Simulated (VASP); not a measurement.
Rb: single point with LDA

Crystal: Rb.

```
Rb
1.0
    -2.80250    2.80250    2.80250
     2.80250   -2.80250    2.80250
     2.80250    2.80250   -2.80250
Rb
1
Direct
  0.00000 0.00000 0.00000
```

- Program: VASP 6.6.1
- Task: single point
- Functional: LDA
- Potentials or basis: VASP PAW LDA potentials, release 64 (Rb_sv)
- Cutoff: 520 eV
- k mesh: 7 × 7 × 7
- Occupations: fermi-dirac, width 0.1 eV
- Spin: non-collinear spin, typed start, spin-orbit coupling
- Starting moments: [[0.0, 0.0, 0.5]] μB
- Dipole correction: no
- Further INCAR settings: ALGO = Fast; EDIFF = 1e-06; NBANDS = 20

```json
{
 "Pressure": "-0.4 GPa",
 "Net moment": "0.00 μB per cell",
 "Valence electrons inside the program's atomic spheres": "Rb 7.28"
}
```

Moments on the atoms (μB; x, y, z):
```
Rb  0.00 0.00 0.00
```

Run time: 5.1 min on 1 thread of Intel(R) Xeon(R) Platinum 8175M CPU @ 2.50GHz (Skylake/Cascade Lake), with other jobs on the host, peak memory 0.38 GiB.
